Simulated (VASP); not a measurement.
Wanted: the native input for a VASP 6.6.1 run.

```
Task                   : relaxation of cell and atoms
Functional             : r2SCAN
Potentials or basis    : VASP PAW PBE potentials, release 64 (Zn, O)
Cutoff                 : 660 eV
k mesh                 : 12 × 12 × 8
Occupations            : gaussian, width 0.02 eV
Spin                   : no spin polarisation
Dipole correction      : no
Further INCAR settings : ALGO = Normal; EDIFF = 1e-07; IBRION = 2; EDIFFG = -0.002; NSW = 100; ISIF = 3
```

The system is ZnO.

```xyz
4
Lattice="3.2500 0.0000 0.0000 -1.6250 2.8146 0.0000 0.0000 0.0000 5.2050" Properties=species:S:1:pos:R:3 pbc="T T T"
Zn    0.0000    1.8764    0.0000
Zn    1.6250    0.9382    2.6025
O     0.0000    1.8764    2.6025
O     1.6250    0.9382    5.2050
```

One way to write it, as run:

POSCAR

```
ZnO
1.0
    3.2500000000      0.0000000000      0.0000000000
   -1.6250000000      2.8145825623      0.0000000000
    0.0000000000      0.0000000000      5.2050000000
Zn O
2 2
Direct
    0.3333333333      0.6666666667      0.0000000000
    0.6666666667      0.3333333333      0.5000000000
    0.3333333333      0.6666666667      0.5000000000
    0.6666666667      0.3333333333      1.0000000000
```

INCAR.step1

```
ALGO = Normal
EDIFF = 1E-5
EDIFFG = -0.005
ENCUT = 660
GGA = PE
GGA_COMPAT = False
IBRION = 2
ISIF = 3
ISMEAR = 0
LASPH = True
LCHARG = False
LREAL = False
LWAVE = True
NELM = 120
NELMIN = 4
NSW = 100
PREC = Accurate
SIGMA = 0.02
```

INCAR.step2

```
ALGO = Normal
EDIFF = 1E-7
EDIFFG = -0.002
ENCUT = 660
GGA_COMPAT = False
IBRION = 2
ISIF = 3
ISMEAR = 0
ISTART = 1
LASPH = True
LCHARG = False
LMIXTAU = True
LREAL = False
LWAVE = False
METAGGA = R2SCAN
NELM = 120
NELMIN = 4
NSW = 100
PREC = Accurate
SIGMA = 0.02
```

KPOINTS

```
k-points
0
Gamma
  12 12 8
```

Potentials or basis: VASP PAW PBE potentials, release 64 (Zn, O).

Launch:

```bash
$ cat potpaw_PBE.64/Zn/POTCAR potpaw_PBE.64/O/POTCAR > POTCAR
$ cp INCAR.step1 INCAR
$ mpirun -np 1 vasp_std > vasp.out
$ cp INCAR.step2 INCAR
$ mpirun -np 1 vasp_std > vasp.out
```

It gave:

* Relaxed volume: 11.38 Å³/atom
* Relaxed cell: a = 3.422 Å, b = 3.422 Å, c = 4.488 Å, α = 90.00°, β = 90.00°, γ = 120.00°
* Space group after relaxing (to 0.1 Å): P6_3/mmc (No. 194)
* Energy gained by relaxing: 73.0 meV/atom
* Ionic steps: 16
* Pressure after relaxing: 0.0 GPa
* Band gap on the k mesh: 1.47 eV (least direct gap 1.50 eV)

Caveat: the PAW data sets were made with another functional, which shifts forces and pressure a little.

Run time: 56 min on 1 thread of Intel(R) Xeon(R) 6975P-C (Granite Rapids), on a shared host, peak memory 0.3 GiB.
